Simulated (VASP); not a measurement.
Here is a VASP 6.6.1 calculation.

The input INCAR:

```
PREC = Accurate ; ENCUT = 500
EDIFF = 1E-6 ; ISMEAR = 0
SIGMA = 0.1 ; LREAL = False
LASPH = True ; NELM = 120
ALGO = Normal ; ISIF = 2
LWAVE = False ; LCHARG = False
GGA = PE ; NBANDS = 13
GGA_COMPAT = False
```

KPOINTS

```
Automatic mesh
0
Gamma
  18 18 18
```

File POSCAR:

```
W
1.0
   -1.5917894908      1.5917894908      1.5917894908
    1.5917894908     -1.5917894908      1.5917894908
    1.5917894908      1.5917894908     -1.5917894908
W
1
Direct
    0.0000000000      0.0000000000      0.0000000000
```

Potentials or basis: VASP PAW PBE potentials, release 64 (W_sv).

Command:

```bash
$ cat potpaw_PBE.64/W_sv/POTCAR > POTCAR
$ mpirun -np 1 vasp_std > vasp.out
```

Question: Estimate the band gap on the k mesh.

Answer: Zero (bands 7 and 8 overlap by 6.24 eV).

Question: Estimate the pressure.

Answer: 0.5 GPa.

Caveat: spin-orbit coupling is left out, which moves the levels of the heavy elements.
